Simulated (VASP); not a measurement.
MnSn2, 6 atoms in the cell. It takes space group I4/mcm (No. 140, tetragonal). Conventional cell: a = 6.486 Å, b = 6.486 Å, c = 5.321 Å, α = 90.00°, β = 90.00°, γ = 90.00°. Within 3.6 Å of Sn (site symmetry m2m) lie 4 Mn at 2.76 Å and 11 Sn at 3.01 to 3.43 Å. Within 3.5 Å of Mn (site symmetry 422) lie 2 Mn at 2.66 Å and 8 Sn at 2.76 Å. 

* Program: VASP 6.6.1
* Task: single point
* Functional: PBEsol
* Potentials or basis: VASP PAW PBE potentials, release 64 (Sn_d, Mn_pv)
* Cutoff: 520 eV
* k mesh: 6 × 6 × 6
* Occupations: fermi-dirac, width 0.05 eV
* Spin: collinear spin, ferromagnetic start
* Starting moments: [0.0, 0.0, 0.0, 0.0, 4.0, 4.0] μB
* Dipole correction: no
* Further INCAR settings: ALGO = Fast; EDIFF = 1e-07; NBANDS = 54

Potentials or basis: VASP PAW PBE potentials, release 64 (Sn_d, Mn_pv).

Launch:

```bash
$ cat potpaw_PBE.64/Sn_d/POTCAR potpaw_PBE.64/Mn_pv/POTCAR > POTCAR
$ mpirun -np 1 vasp_std > vasp.out
```

Hardware: 1 thread of Intel(R) Xeon(R) Platinum 8259CL CPU @ 2.50GHz (Skylake/Cascade Lake) (shared host).

**Question.** How long does it take, and how much memory?

**Answer.** Run time: 7.5 min on 1 thread of Intel(R) Xeon(R) Platinum 8259CL CPU @ 2.50GHz (Skylake/Cascade Lake) (shared host), peak memory 0.45 GiB. Counts: scf iterations 17, k points 30.
